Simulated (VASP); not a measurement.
# BN (F-43m) in VASP: phonons with r2SCAN

Aim: the phonons of BN with r2SCAN.

Everything below comes from runs of VASP 6.6.1. Logs are shortened: lines on timing, memory, paths and dates and some standing lists are left out, and cuts for length are marked.

### Step 1. The cell of the first run

The structure is cubic, space group F-43m (No. 216). The conventional cell has a = 3.626 Å, b = 3.626 Å, c = 3.626 Å, α = 90.00°, β = 90.00°, γ = 90.00°. Within 2.1 Å of B (site symmetry -43m) lie 4 N at 1.57 Å. N (site symmetry -43m) has 4 B at 1.57 Å within 2.1 Å.

### Step 2. Phonons, r2SCAN

Contents of INCAR:

```
ALGO = Normal
EDIFF = 1E-8
ENCUT = 520
IBRION = 6
ISIF = 2
ISMEAR = 0
LASPH = T
LCHARG = F
LMIXTAU = T
LREAL = F
LWAVE = F
METAGGA = R2SCAN
NELM = 80
NFREE = 2
NSW = 1
POTIM = 0.015
PREC = Accurate
SIGMA = 0.05
```

Contents of KPOINTS:

```
k-points
0
Gamma
  10 10 6
```

Contents of POSCAR:

```
BN
1.0
    0.0000000000     -1.8130010000     -1.8130010000
    0.0000000000      1.8130010000     -1.8130010000
    3.6260020000      0.0000000000      0.0000000000
B N
2 2
Direct
    0.5000000000      0.5000000000      0.5000000000
    0.0000000000      0.0000000000      0.0000000000
    0.0000000000      0.5000000000      0.2500000000
    0.5000000000      0.0000000000      0.7500000000
```

Potentials or basis: VASP PAW PBE potentials, release 64 (B, N).

On the command line:

```console
$ cat potpaw_PBE.64/B/POTCAR potpaw_PBE.64/N/POTCAR > POTCAR
$ mpirun -np 1 vasp_std > vasp.out
```

OUTCAR:

```text
EDIFF = 1E-8
   ENCUT = 520
   IBRION = 6
   ISIF = 2
   ISMEAR = 0
   LASPH = T
   LREAL = F
   METAGGA = R2SCAN
   NELM = 80
   NFREE = 2
   NSW = 1
   POTIM = 0.015
   PREC = Accurate

 ion  position               nearest neighbor table
   1  0.500  0.500  0.500-   3 1.57   4 1.57   4 1.57   3 1.57
   2  0.000  0.000  0.000-   3 1.57   4 1.57   3 1.57   4 1.57
   3  0.000  0.500  0.250-   1 1.57   2 1.57   2 1.57   1 1.57
   4  0.500  0.000  0.750-   1 1.57   2 1.57   1 1.57   2 1.57

  LATTYP: Found a simple tetragonal cell.
 ALAT       =     2.5639706028
 C/A-ratio  =     1.4142135624

  Lattice vectors:

 A1 = (   0.0000000000,  -1.8130010000,  -1.8130010000)
 A2 = (   0.0000000000,   1.8130010000,  -1.8130010000)
 A3 = (   3.6260020000,   0.0000000000,   0.0000000000)

Analysis of symmetry for initial positions (statically):
=====================================================================
 Subroutine PRICEL returns following result:

  LATTYP: Found a face centered cubic cell.
 ALAT       =     3.6260020000

  Lattice vectors:

 A1 = (  -1.8130010000,   0.0000000000,   1.8130010000)
 A2 = (  -1.8130010000,  -1.8130010000,   0.0000000000)
 A3 = (  -0.0000000000,  -1.8130010000,   1.8130010000)

   2 primitive cells build up your supercell.

 Routine SETGRP: Setting up the symmetry group for a
 simple tetragonal supercell.

 Subroutine GETGRP returns: Found  8 space group operations
 (whereof  8 operations were pure point group operations)
 out of a pool of 16 trial point group operations.

The static configuration has the point symmetry D_2d.

Analysis of symmetry for dynamics (positions and initial velocities):
=====================================================================
 Subroutine PRICEL returns following result:

  LATTYP: Found a face centered cubic cell.
 ALAT       =     3.6260020000

  Lattice vectors:

 A1 = (  -1.8130010000,   0.0000000000,   1.8130010000)
 A2 = (  -1.8130010000,  -1.8130010000,   0.0000000000)
 A3 = (  -0.0000000000,  -1.8130010000,   1.8130010000)

   2 primitive cells build up your supercell.

 Routine SETGRP: Setting up the symmetry group for a
 simple tetragonal supercell.

 Subroutine GETGRP returns: Found  8 space group operations
 (whereof  8 operations were pure point group operations)
 out of a pool of 16 trial point group operations.

The dynamic configuration has the point symmetry D_2d.

 Subroutine INISYM returns: Found  8 space group operations
 (whereof  8 operations are pure point group operations),
 and found     2 'primitive' translations

----------------------------------------------------------------------------------------

                                     Primitive cell

  volume of cell :      11.9186

  direct lattice vectors                    reciprocal lattice vectors
    -1.813001000  0.000000000  1.813001000    -0.275785838  0.275785838  0.275785838
    -1.813001000 -1.813001000  0.000000000    -0.275785838 -0.275785838 -0.275785838
    -0.000000000 -1.813001000  1.813001000     0.275785838 -0.275785838  0.275785838

  length of vectors
     2.563970603  2.563970603  2.563970603     0.477675083  0.477675083  0.477675083

  position of ions in fractional coordinates (direct lattice)
     0.000000000  0.000000000  1.000000000
     0.750000000  0.750000000  0.750000000

  ion indices of the primitive-cell ions
   primitive index   ion index
                 1           1
                 2           3

----------------------------------------------------------------------------------------

[... 85 lines left out ...]
   EFERMI_NEDOS =   21; number of points for ismear=-14 and -15
   IALGO  =     38    algorithm
   IMIX   =      4    mixing-type and parameters
     AMIX     =   0.40;   BMIX     =  1.00
     AMIX_MAG =   1.60;   BMIX_MAG =  1.00
  volume/ion in A,a.u.               =       5.96        40.22
  Fermi-wavevector in a.u.,A,eV,Ry     =   1.433387  2.708709 27.954506  2.054598
  Thomas-Fermi vector in A             =   2.552911
   LORBIT       =      0    0 simple, 1 ext, 2 COOP (PROOUT), +10 PAW based schemes
   METAGGA = R2SCAN    functional components
   LHFCALC =     F    Hartree Fock is set to
   AEXX    =    0.0000 exact exchange contribution
   IVDW    =     0    specifies the selected vdW correction
   LEPSILON=     F    determine dielectric tensor
   LRPA    =     F    only Hartree local field effects (RPA)
 finite differences with symmetry
 non-spin polarized calculation
 Gauss-broadening in eV      SIGMA  =   0.05
  energy-cutoff  :      520.00
  volume of cell :       23.84
 maximum number of plane-waves:       664
 NGX is ok and might be reduce to    20
   NGX =  9   NGY =  9   NGZ = 13

--------------------------------------- Ionic step        1  -------------------------------------------

 number of electron      16.0000000 magnetization

 Free energy of the ion-electron system (eV)
  ---------------------------------------------------
  ext. energy  EPLUGINS =         0.00000000
  ---------------------------------------------------
  free energy    TOTEN  =       -38.34092683 eV

  energy without entropy =      -38.34092683  energy(sigma->0) =      -38.34092683

------------------------ aborting loop because EDIFF is reached ----------------------------------------

  FORCE on cell =-STRESS in cart. coord.  units (eV):
  Direction    XX          YY          ZZ          XY          YZ          ZX
  --------------------------------------------------------------------------------------
  -------------------------------------------------------------------------------------
  Total       -0.6104922     -0.6105932     -0.6105932      0.0000000      0.0000000      0.0000000
  in kB      -41.0333132    -41.0401034    -41.0401034      0.0000000      0.0000000      0.0000000
  external PRESSURE =     -41.0378400 kB  Pullay stress =       0.0000000 kB
[... 291 lines left out ...]
--------------------------------------- Ionic step        9  -------------------------------------------

 number of electron      16.0000000 magnetization

 Free energy of the ion-electron system (eV)
  ---------------------------------------------------
  ext. energy  EPLUGINS =         0.00000000
  ---------------------------------------------------
  free energy    TOTEN  =       -38.33771753 eV

  energy without entropy =      -38.33771753  energy(sigma->0) =      -38.33771753

 E-fermi :   7.4026     XC(G=0): -13.5980

 val. band max:        7.1992044278   @ k =   0.0000   0.0000   0.0000
 cond. band min:      12.0935785602   @ k =   0.5000   0.5000   0.0000
 fundamental gap:      4.8943741324
 Fermi energy:         7.4026333516

 k-point     1 :       0.0000    0.0000    0.0000
  band No.  band energies     occupation
      1     -14.0552      2.00000
      2      -8.3972      2.00000
      3      -2.1286      2.00000
      4       2.0795      2.00000
      5       2.0798      2.00000
      6       7.0609      2.00000
      7       7.1311      2.00000
      8       7.1992      2.00000
      9      12.0957      0.00000
     10      16.5536      0.00000
     11      16.6113      0.00000
     12      16.6566      0.00000
[... 331 lines left out ...]
 k-point    24 :       0.2000    0.0000    0.1667
  band No.  band energies     occupation
      1     -13.1702      2.00000
      2      -8.8828      2.00000
      3      -1.4716      2.00000
      4       0.8062      2.00000
      5       2.8468      2.00000
      6       3.3093      2.00000
      7       6.2579      2.00000
      8       6.4522      2.00000
      9      14.3205      0.00000
     10      17.1741      0.00000
     11      17.6523      0.00000
     12      17.8673      0.00000

 [... further k-points ...]

------------------------ aborting loop because EDIFF is reached ----------------------------------------

  FORCE on cell =-STRESS in cart. coord.  units (eV):
  Direction    XX          YY          ZZ          XY          YZ          ZX
  --------------------------------------------------------------------------------------
  -------------------------------------------------------------------------------------
  Total       -0.6019349     -0.6071307     -0.6051740      0.0000000      0.0000000     -0.0060922
  in kB      -40.4581460    -40.8073739    -40.6758555      0.0000000      0.0000000     -0.4094783
  external PRESSURE =     -40.6471251 kB  Pullay stress =       0.0000000 kB
[... 19 lines left out ...]
  FREE ENERGIE OF THE ION-ELECTRON SYSTEM (eV)
  ---------------------------------------------------
  free  energy   TOTEN  =       -38.3377175286 eV

  energy  without entropy=      -38.3377175286  energy(sigma->0) =      -38.33771753

 INTERNAL STRAIN TENSORS FROM DISPLACED ATOMS
 ============================================

 INTERNAL STRAIN TENSOR FOR ION    1 for displacements in x,y,z  (eV/Angst):
          X           Y           Z          XY          YZ          ZX
  --------------------------------------------------------------------------------
  x     0.00000     0.00000     0.00000     0.00000    -0.40415     0.00000
  y     0.00000     0.00000     0.00000     0.00000     0.00000    -0.40322
  z     0.00000     0.00000     0.00000    -0.40322     0.00000     0.00000

 INTERNAL STRAIN TENSOR FOR ION    4 for displacements in x,y,z  (eV/Angst):
          X           Y           Z          XY          YZ          ZX
  --------------------------------------------------------------------------------
  x     0.00000     0.00000     0.00000     0.00000     0.40553     0.00000
  y     0.00000     0.00000    -0.00000     0.00000     0.00000     0.40569
  z     0.00000    -0.00000     0.00000     0.40569     0.00000     0.00000

 Eigenvectors and eigenvalues of the dynamical matrix
 ----------------------------------------------------

   1 f  =   34.718668 THz   218.143825 2PiTHz 1158.090108 cm-1   143.584809 meV
             X         Y         Z           dx          dy          dz
      1.813001  0.000000 -1.813001     0.707107   -0.000000    0.000000
      0.000000  0.000000  0.000000    -0.707107   -0.000000   -0.000000
      0.906501  0.906501 -0.906501    -0.000000    0.000000    0.000000
      2.719502 -0.906501 -0.906501    -0.000000    0.000000   -0.000000
[... 71 lines left out ...]
  12 f/i=    0.002448 THz     0.015379 2PiTHz    0.081643 cm-1     0.010122 meV
             X         Y         Z           dx          dy          dz
      1.813001  0.000000 -1.813001     0.466711    0.000000   -0.000000
      0.000000  0.000000  0.000000     0.466711    0.000000   -0.000000
      0.906501  0.906501 -0.906501     0.531207    0.000000   -0.000000
      2.719502 -0.906501 -0.906501     0.531207    0.000000   -0.000000

 ELASTIC MODULI CONTR FROM IONIC RELAXATION (kBar)
 Direction    XX          YY          ZZ          XY          YZ          ZX
 --------------------------------------------------------------------------------
 XX           0.0000      0.0000      0.0000      0.0000      0.0000      0.0000
 YY           0.0000     -0.0000     -0.0000      0.0000      0.0000      0.0000
 ZZ           0.0000     -0.0000     -0.0000      0.0000      0.0000      0.0000
 XY           0.0000      0.0000      0.0000     -0.9285     -0.0000     -0.0000
 YZ           0.0000      0.0000      0.0000     -0.0000     -0.9303     -0.0000
 ZX           0.0000      0.0000      0.0000     -0.0000     -0.0000     -0.9285
 --------------------------------------------------------------------------------
```

Wall time 9 min (1 thread of Intel Xeon 6975P-C (Granite Rapids), shared host); peak memory 0.24 GiB.

What came out:

```yaml
Highest_phonon_frequency_at_Γ_LO-TO_splitting_left_out: 1158 cm⁻¹
```

Phonon frequencies in cm⁻¹ (negative: imaginary):
```csv
q point,frequencies
"(0.000, 0.000, 0.000)",0 0 0 713 713 880 880 1013 1027 1027 1027 1158
```

Caveat: the cell stands under pressure or tension, which shifts response properties; the PAW data sets were made with another functional, which shifts forces and pressure a little.
